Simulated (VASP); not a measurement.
# BaTiO3: relaxation of shape and atoms at fixed volume with r2SCAN

The system is BaTiO3.

```xyz
5
Lattice="2.6410 1.5248 2.1571 -2.6410 1.5248 2.1571 0.0000 -3.0495 2.1571" Properties=species:S:1:pos:R:3 pbc="T T T"
Ba    0.0000    0.0000    0.0246
Ti    0.0000    0.0000    3.2597
O     0.0000    1.5248    2.1822
O    -1.3205   -0.7624    2.1822
O     1.3205   -0.7624    2.1822
```

| Item | Value |
| --- | --- |
| Program | VASP 6.6.1 |
| Task | relaxation of shape and atoms at fixed volume |
| Functional | r2SCAN |
| Potentials or basis | VASP PAW PBE potentials, release 64 (Ba_sv, Ti_sv, O) |
| Cutoff | 600 eV |
| k mesh | 6 × 6 × 6 |
| Occupations | gaussian, width 0.05 eV |
| Spin | no spin polarisation |
| Dipole correction | no |
| Further INCAR settings | ALGO = Normal; EDIFF = 1e-06; IBRION = 2; EDIFFG = -0.01; NSW = 60; ISIF = 4 |

```json
{"Energy gained by relaxing": "0.0 meV/atom", "Ionic steps": "6", "Pressure after relaxing": "60.7 GPa", "Largest force after relaxing": "0.005 eV/Å", "Band gap on the k mesh": "2.45 eV"}
```

Forces in eV/Å, atoms in the order of the input:
```
Ba   0.000  0.000 -0.002
Ti   0.000  0.000 -0.005
O    0.000  0.003  0.002
O   -0.002 -0.001  0.002
O    0.002 -0.001  0.002
```

Final structure:
```
Ba Ti O
1.0
     2.64131    1.52496    2.15649
    -2.64131    1.52496    2.15649
     0.00000   -3.04992    2.15649
Ba Ti O
1 1 3
Direct
  0.00392 0.00392 0.00392
  0.50358 0.50358 0.50358
  0.50398 0.50398 0.00374
  0.00374 0.50398 0.50398
  0.50398 0.00374 0.50398
```

Levels at points of the mesh, in eV from the valence-band top:
| k point | band 16 | band 17 | band 18 | band 19 | band 20 | band 21 | band 22 | band 23 | band 24 |
| --- | --- | --- | --- | --- | --- | --- | --- | --- | --- |
| (0.00, 0.00, 0.00) | -1.65 | -1.65 | 0.00 | 0.00 | 0.00 | 2.45 | 2.45 | 2.45 | 5.44 |
| (0.50, 0.00, 0.00) | -2.28 | -2.15 | -2.15 | -0.79 | -0.79 | 2.72 | 4.93 | 4.93 | 5.74 |
| (0.50, 0.50, 0.00) | -3.66 | -1.70 | -0.78 | -0.78 | -0.26 | 4.96 | 4.96 | 5.48 | 7.00 |
| (0.50, 0.50, 0.50) | -2.25 | -2.25 | -0.14 | -0.14 | -0.14 | 5.94 | 5.94 | 5.94 | 8.35 |

It took 7.4 min on 1 thread of AMD EPYC 7R43 64-Core Processor (Zen 3), on a shared host, peak memory 0.17 GiB.

Caveat: the PAW data sets were made with another functional, which shifts forces and pressure a little; spin-orbit coupling is left out, which moves the levels of the heavy elements. r2SCAN opens gaps a little over a GGA but as a rule still falls short of measured ones.
